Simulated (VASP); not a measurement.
Set up this calculation in VASP 6.6.1, as the native input.

```
Task                   : single point
Functional             : r2SCAN
Potentials or basis    : VASP PAW PBE potentials, release 64 (C, Si)
Cutoff                 : 660 eV
k mesh                 : 9 × 9 × 7
Occupations            : fermi-dirac, width 0.0104 eV
Spin                   : no spin polarisation
Dipole correction      : no
Further INCAR settings : ALGO = Normal; EDIFF = 1e-06; NBANDS = 13
```

Crystal: Si2C.

```
C Si
1.0
     3.38105    0.00000    0.00000
    -1.69052    2.92808    0.00000
     0.00000    0.00000    3.58646
C Si
1 2
Direct
  0.00000 0.00000 0.00000
  0.33330 0.66670 0.50000
  0.66660 0.33330 0.50000
```

These files were run (other wordings do the same):

POSCAR

```
Si2C
1.0
    3.3810470000      0.0000000000      0.0000000000
   -1.6905230000      2.9280760000      0.0000000000
    0.0000000000      0.0000000000      3.5864580000
C Si
1 2
Direct
    0.0000000000      0.0000000000      0.0000000000
    0.3333000000      0.6667000000      0.5000000000
    0.6666000000      0.3333000000      0.5000000000
```

INCAR.step1

```
ALGO = Normal ; EDIFF = 1E-5
ENCUT = 660 ; GGA = PE
GGA_COMPAT = False ; ISMEAR = -1
LASPH = True ; LCHARG = False
LREAL = False ; LWAVE = True
NBANDS = 13 ; NELM = 120
PREC = Accurate ; SIGMA = 0.0104
```

INCAR.step2

```
ALGO = Normal ; EDIFF = 1E-6
ENCUT = 660 ; GGA_COMPAT = False
ISIF = 2 ; ISMEAR = -1
ISTART = 1 ; LASPH = True
LCHARG = False ; LMIXTAU = True
LREAL = False ; LWAVE = False
METAGGA = R2SCAN ; NBANDS = 13
NELM = 120 ; PREC = Accurate
SIGMA = 0.0104
```

KPOINTS

```
k-points
0
Gamma
  9 9 7
```

Potentials or basis: VASP PAW PBE potentials, release 64 (C, Si).

Launch:

```sh
$ cat potpaw_PBE.64/C/POTCAR potpaw_PBE.64/Si/POTCAR > POTCAR
$ cp INCAR.step1 INCAR
$ mpirun -np 1 vasp_std > vasp.out
$ cp INCAR.step2 INCAR
$ mpirun -np 1 vasp_std > vasp.out
```

It gave:

* Pressure: 58.9 GPa
* Largest force: 0.009 eV/Å
* Band gap on the k mesh: zero (bands 6 and 7 overlap by 1.89 eV)

Caveat: the cell stands under pressure; the PAW data sets were made with another functional, which shifts forces and pressure a little.

It took 2.3 min on 1 thread of Intel(R) Xeon(R) Platinum 8375C CPU @ 2.90GHz (Ice Lake) (shared host), peak memory 0.2 GiB.
